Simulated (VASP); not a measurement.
# Hf (I4/mmm) in VASP: a series of runs

Runs on Hf. Level: LDA. Tasks: single point.

All numbers are computed with VASP 6.6.1; they aren't measurements. Logs are shortened: lines on timing, memory, paths and dates and some standing lists are left out, and cuts for length are marked.

### 1 The cell of the first run

Symmetry: I4/mmm, No. 139, tetragonal system. Conventional cell: a = 2.888 Å, b = 2.888 Å, c = 4.795 Å, α = 90.00°, β = 90.00°, γ = 90.00°. Hf (site symmetry 4/mmm) has 12 Hf at 2.89 to 3.15 Å within 3.8 Å.

### 2 Single point, LDA (strain -0.080 along x and y, +0.080 along z)

Contents of INCAR:

```
  ALGO = Fast
  EDIFF = 1E-6
  ENCUT = 520
  ISIF = 2
  ISMEAR = 0
  LASPH = T
  LCHARG = F
  LREAL = F
  LWAVE = F
  NBANDS = 11
  NELM = 100
  PREC = Accurate
  SIGMA = 0.15
```

Contents of KPOINTS:

```
k-points
0
Gamma
  18 18 18
```

Contents of POSCAR:

```
Hf
1.0
    0.0000000000      2.0424000000      2.3976000000
    2.0424000000      0.0000000000      2.3976000000
    2.0424000000      2.0424000000      0.0000000000
Hf
1
Direct
    0.0000000000      0.0000000000      0.0000000000
```

Potentials or basis: VASP PAW LDA potentials, release 64 (Hf_pv).

Launch:

```
cat potpaw_LDA.64/Hf_pv/POTCAR > POTCAR
mpirun -np 1 vasp_std > vasp.out
```

OUTCAR:

```text
EDIFF = 1E-6
   ENCUT = 520
   ISIF = 2
   ISMEAR = 0
   LASPH = T
   LREAL = F
   NELM = 100
   PREC = Accurate

 ion  position               nearest neighbor table
   1  0.000  0.000  0.000-

  LATTYP: Found a body centered tetragonal cell.
 ALAT       =     2.8883897798
 C/A-ratio  =     1.6601637471

  Lattice vectors:

 A1 = (  -2.0424000000,   0.0000000000,   2.3976000000)
 A2 = (   2.0424000000,   0.0000000000,   2.3976000000)
 A3 = (   0.0000000000,   2.0424000000,  -2.3976000000)

Analysis of symmetry for initial positions (statically):
=====================================================================
 Subroutine PRICEL returns:
 Original cell was already a primitive cell.

 Routine SETGRP: Setting up the symmetry group for a
 body centered tetragonal supercell.

 Subroutine GETGRP returns: Found 16 space group operations
 (whereof 16 operations were pure point group operations)
 out of a pool of 16 trial point group operations.

The static configuration has the point symmetry D_4h.

Analysis of symmetry for dynamics (positions and initial velocities):
=====================================================================
 Subroutine PRICEL returns:
 Original cell was already a primitive cell.

 Routine SETGRP: Setting up the symmetry group for a
 body centered tetragonal supercell.

 Subroutine GETGRP returns: Found 16 space group operations
 (whereof 16 operations were pure point group operations)
 out of a pool of 16 trial point group operations.

The dynamic configuration has the point symmetry D_4h.

 Subroutine INISYM returns: Found 16 space group operations
 (whereof 16 operations are pure point group operations),
 and found     1 'primitive' translations

----------------------------------------------------------------------------------------

                                     Primitive cell

  volume of cell :      20.0027

  direct lattice vectors                    reciprocal lattice vectors
     0.000000000  2.042400000  2.397600000    -0.244810027  0.244810027  0.208541875
     2.042400000  0.000000000  2.397600000     0.244810027 -0.244810027  0.208541875
     2.042400000  2.042400000  0.000000000     0.244810027  0.244810027 -0.208541875

  length of vectors
     3.149584658  3.149584658  2.888389780     0.404170277  0.404170277  0.404170277

  position of ions in fractional coordinates (direct lattice)
     0.000000000  0.000000000  0.000000000

  ion indices of the primitive-cell ions
   primitive index   ion index
                 1           1

----------------------------------------------------------------------------------------

 KPOINTS: k-points

Automatic generation of k-mesh.
 Grid dimensions read from file:
 generate k-points for:   18   18   18

 Generating k-lattice:

  Cartesian coordinates                     Fractional coordinates (reciprocal lattice)
    -0.013600557  0.013600557  0.011585660     0.055555556 -0.000000000  0.000000000
     0.013600557 -0.013600557  0.011585660    -0.000000000  0.055555556  0.000000000
     0.013600557  0.013600557 -0.011585660     0.000000000  0.000000000  0.055555556

  Length of vectors
     0.022453904  0.022453904  0.022453904

  Shift w.r.t. Gamma in fractional coordinates (k-lattice)
     0.000000000  0.000000000  0.000000000

 Subroutine IBZKPT returns following result:
 ===========================================

 Found    480 irreducible k-points:

 Following reciprocal coordinates:
            Coordinates               Weight
  0.000000  0.000000  0.000000      1.000000
  0.055556 -0.000000  0.000000      8.000000
  0.111111 -0.000000  0.000000      8.000000
  0.166667  0.000000  0.000000      8.000000
  0.222222  0.000000  0.000000      8.000000
  0.277778 -0.000000  0.000000      8.000000
[... 16 lines left out ...]
 -0.277778  0.055556  0.000000      8.000000
 -0.222222  0.055556  0.000000      8.000000
 [... further k-points ...]
   k-points           NKPTS =    480   k-points in BZ     NKDIM =    480   number of bands    NBANDS=     11
   number of dos      NEDOS =    301   number of ions     NIONS =      1
   total plane-waves  NPLWV =  13824
   dimension x,y,z NGX =    24 NGY =   24 NGZ =   24
   dimension x,y,z NGXF=    48 NGYF=   48 NGZF=   48
   ions per type =               1
   NGX,Y,Z   is equivalent  to a cutoff of  12.67, 12.67, 13.81 a.u.
   NGXF,Y,Z  is equivalent  to a cutoff of  25.34, 25.34, 27.63 a.u.
 SYSTEM =  unknown system
   PREC   = accura    normal or accurate (medium, high low for compatibility)
   ISTART =      0    job   : 0-new  1-cont  2-samecut
   ICHARG =      2    charge: 1-file 2-atom 10-const
   ISPIN  =      1    spin polarized calculation?
   LNONCOLLINEAR =      F non collinear calculations
   LSORBIT =      F    spin-orbit coupling
   LASPH  =      T    aspherical Exc in radial PAW
   ENCUT  =  520.0 eV  38.22 Ry    6.18 a.u.   5.86  5.86  5.37*2*pi/ulx,y,z
   NELM   =    100;   NELMIN=  2; NELMDL= -5     # of ELM steps
   EDIFF  = 0.1E-05   stopping-criterion for ELM
   LREAL  =      F    real-space projection
   EDIFFG = 0.1E-04   stopping-criterion for IOM
   NSW    =      0    number of steps for IOM
   IBRION =     -1    ionic relax: 0-MD 1-quasi-New 2-CG
   NFREE  =      0    steps in history (QN), initial steepest desc. (CG)
   ISIF   =      2    stress and relaxation
   ISYM   =      2    0-nonsym 1-usesym 2-fastsym
   POTIM  = 0.5000    time-step for ionic-motion
   TEBEG  =    0.0;   TEEND  =   0.0 temperature during run
   PSTRESS=    0.0 pullay stress
   NELECT =      10.0000    total number of electrons
   NUPDOWN=      -1.0000    fix difference up-down
   EMIN   =  10.00;   EMAX   =-10.00  energy-range for DOS
   EFERMI =   0.00;   METHOD = LEGACY
   ISMEAR =     0;   SIGMA  =   0.15  broadening in eV -4-tet -1-fermi 0-gaus
   EFERMI_NEDOS =   21; number of points for ismear=-14 and -15
   IALGO  =     68    algorithm
   IMIX   =      4    mixing-type and parameters
     AMIX     =   0.40;   BMIX     =  1.00
     AMIX_MAG =   1.60;   BMIX_MAG =  1.00
  volume/ion in A,a.u.               =      20.00       134.98
  Fermi-wavevector in a.u.,A,eV,Ry     =   1.299308  2.455336 22.969367  1.688201
  Thomas-Fermi vector in A             =   2.430580
   LORBIT       =      0    0 simple, 1 ext, 2 COOP (PROOUT), +10 PAW based schemes
   GGA     = CA    functional components
   LHFCALC =     F    Hartree Fock is set to
   AEXX    =    0.0000 exact exchange contribution
   IVDW    =     0    specifies the selected vdW correction
   LEPSILON=     F    determine dielectric tensor
   LRPA    =     F    only Hartree local field effects (RPA)
 non-spin polarized calculation
 RMM-DIIS sequential band-by-band and
 Gauss-broadening in eV      SIGMA  =   0.15
  energy-cutoff  :      520.00
  volume of cell :       20.00
 maximum number of plane-waves:       554
   NGX = 11   NGY = 11   NGZ = 11

 number of electron      10.0000000 magnetization

 number of electron       9.9999999 magnetization

 Free energy of the ion-electron system (eV)
  ---------------------------------------------------
  ext. energy  EPLUGINS =         0.00000000
  ---------------------------------------------------
  free energy    TOTEN  =       -10.57731833 eV

  energy without entropy =      -10.55913844  energy(sigma->0) =      -10.56822838

 E-fermi :   5.3391     XC(G=0): -11.9870

 val. band max:        5.3370663659   @ k =   0.1111   0.0556   0.0000
 cond. band min:       5.3394814855   @ k =  -0.2222   0.0000   0.1667
 fundamental gap:      0.0024151196
 Fermi energy:         5.3391068327

 k-point     1 :       0.0000    0.0000    0.0000
  band No.  band energies     occupation
      1     -24.0905      2.00000
      2     -24.0074      2.00000
      3     -24.0074      2.00000
      4      -2.0601      2.00000
      5       5.4995      0.13055
      6       7.7070      0.00000
      7       7.7070      0.00000
      8       8.0513      0.00000
      9      11.4808      0.00000
     10      17.5992      0.00000
     11      19.3507      0.00000

 k-point     2 :       0.0556   -0.0000    0.0000
  band No.  band energies     occupation
      1     -24.1052      2.00000
      2     -24.0428      2.00000
      3     -24.0083      2.00000
      4      -1.9335      2.00000
      5       5.5418      0.05602
      6       7.5601      0.00000
      7       7.7681      0.00000
      8       8.0532      0.00000
      9      11.3581      0.00000
     10      17.8771      0.00000
     11      19.5309      0.00000

 k-point     3 :       0.1111   -0.0000    0.0000
  band No.  band energies     occupation
      1     -24.1919      2.00000
      2     -24.0984      2.00000
      3     -24.0108      2.00000
      4      -1.5674      2.00000
      5       5.6357      0.00517
      6       7.1508      0.00000
      7       7.9389      0.00000
      8       8.1482      0.00000
      9      11.0427      0.00000
     10      17.9131      0.00000
     11      18.5343      0.00000

 k-point     4 :       0.1667    0.0000    0.0000
  band No.  band energies     occupation
      1     -24.3668      2.00000
      2     -24.1372      2.00000
      3     -24.0145      2.00000
      4      -1.0031      2.00000
      5       5.6922      0.00087
      6       6.6503      0.00000
      7       8.1712      0.00000
      8       8.4379      0.00000
      9      10.6691      0.00000
     10      17.9047      0.00000
     11      18.8529      0.00000

 k-point     5 :       0.2222    0.0000    0.0000
  band No.  band energies     occupation
      1     -24.5806      2.00000
      2     -24.1785      2.00000
      3     -24.0191      2.00000
      4      -0.3137      2.00000
      5       5.6216      0.00774
      6       6.2549      0.00000
      7       8.3493      0.00000
      8       8.9870      0.00000
      9      10.4316      0.00000
     10      17.8945      0.00000
     11      18.2688      0.00000
[... 211 lines left out ...]
 k-point    21 :      -0.3889    0.0556    0.0000
  band No.  band energies     occupation
      1     -25.2306      2.00000
      2     -24.3172      2.00000
      3     -24.0273      2.00000
      4       1.5171      2.00000
      5       5.5100      0.10709
      6       6.1045      0.00000
      7       7.8361      0.00000
      8      11.3246      0.00000
      9      12.4790      0.00000
     10      16.4464      0.00000
     11      18.2000      0.00000

 k-point    22 :      -0.3333    0.0556    0.0000
  band No.  band energies     occupation
      1     -25.1102      2.00000
      2     -24.2861      2.00000
      3     -24.0193      2.00000
      4       1.2685      2.00000
      5       5.3361      1.02236
      6       6.0148      0.00000
      7       8.0299      0.00000
      8      10.7629      0.00000
      9      11.6442      0.00000
     10      16.6784      0.00000
     11      17.9217      0.00000

 k-point    23 :      -0.2778    0.0556    0.0000
  band No.  band energies     occupation
      1     -24.9378      2.00000
      2     -24.2466      2.00000
      3     -24.0119      2.00000
      4       0.7796      2.00000
      5       5.2427      1.63656
      6       6.1240      0.00000
      7       8.2756      0.00000
      8      10.2332      0.00000
      9      10.6441      0.00000
     10      17.1425      0.00000
     11      17.9144      0.00000

 k-point    24 :      -0.2222    0.0556    0.0000
  band No.  band energies     occupation
      1     -24.7311      2.00000
      2     -24.2035      2.00000
      3     -24.0062      2.00000
      4       0.1062      2.00000
      5       5.4437      0.32425
      6       6.2301      0.00000
      7       8.4256      0.00000
      8       9.6991      0.00000
      9       9.9457      0.00000
     10      17.7952      0.00000
     11      17.9545      0.00000

 [... further k-points ...]

------------------------ aborting loop because EDIFF is reached ----------------------------------------

  FORCE on cell =-STRESS in cart. coord.  units (eV):
  Direction    XX          YY          ZZ          XY          YZ          ZX
  --------------------------------------------------------------------------------------
  -------------------------------------------------------------------------------------
  Total        0.8102029      0.8102029     -0.1241440      0.0000000     -0.0000000     -0.0000000
  in kB       64.8957193     64.8957193     -9.9437021      0.0000000     -0.0000000     -0.0000000
  external PRESSURE =      39.9492455 kB  Pullay stress =       0.0000000 kB

 VOLUME and BASIS-vectors are now :
 -----------------------------------------------------------------------------
  energy-cutoff  :      520.00
  volume of cell :       20.00
      direct lattice vectors                 reciprocal lattice vectors
     0.000000000  2.042400000  2.397600000    -0.244810027  0.244810027  0.208541875
     2.042400000  0.000000000  2.397600000     0.244810027 -0.244810027  0.208541875
     2.042400000  2.042400000  0.000000000     0.244810027  0.244810027 -0.208541875

 POSITION                                       TOTAL-FORCE (eV/Angst)
 -----------------------------------------------------------------------------------
      0.00000      0.00000      0.00000        -0.000000      0.000000      0.000000
 -----------------------------------------------------------------------------------
    total drift:                                0.000000      0.000000     -0.000000

  FREE ENERGIE OF THE ION-ELECTRON SYSTEM (eV)
  ---------------------------------------------------
  free  energy   TOTEN  =       -10.5773183274 eV

  energy  without entropy=      -10.5591384397  energy(sigma->0) =      -10.56822838
```

It took 52 s on 1 thread of Intel Xeon Platinum 8259CL at 2.50GHz (Skylake/Cascade Lake), shared host; peak memory 0.21 GiB.

Results:

| Item | Value |
| --- | --- |
| Free energy | -10.5773 eV |
| Pressure | 4.0 GPa |
| Band gap on the k mesh | zero (band 5 reaches 6.16 eV, above the bottom of band 6 at 4.67 eV) |

Levels at points of the mesh, in eV from the Fermi level:
| k point | band 2 | band 3 | band 4 | band 5 | band 6 | band 7 | band 8 | band 9 |
| --- | --- | --- | --- | --- | --- | --- | --- | --- |
| (0.00, 0.00, 0.00) | -29.35 | -29.35 | -7.40 | 0.16 | 2.37 | 2.37 | 2.71 | 6.14 |
| (0.50, 0.00, 0.00) | -29.66 | -29.37 | -3.84 | 0.18 | 1.33 | 2.34 | 6.59 | 7.37 |
| (0.50, 0.50, 0.00) | -29.59 | -29.59 | -3.86 | -2.26 | 1.74 | 7.46 | 7.71 | 7.71 |
| (0.50, 0.00, 0.50) | -30.14 | -29.70 | -3.61 | -2.44 | 4.41 | 6.30 | 6.33 | 9.17 |

Caveat: the cell differs from its parent crystal (strain -0.080 along x and y, +0.080 along z); spin-orbit coupling is left out, which moves the levels of the heavy elements.

(Continued in part 2 of 2.)
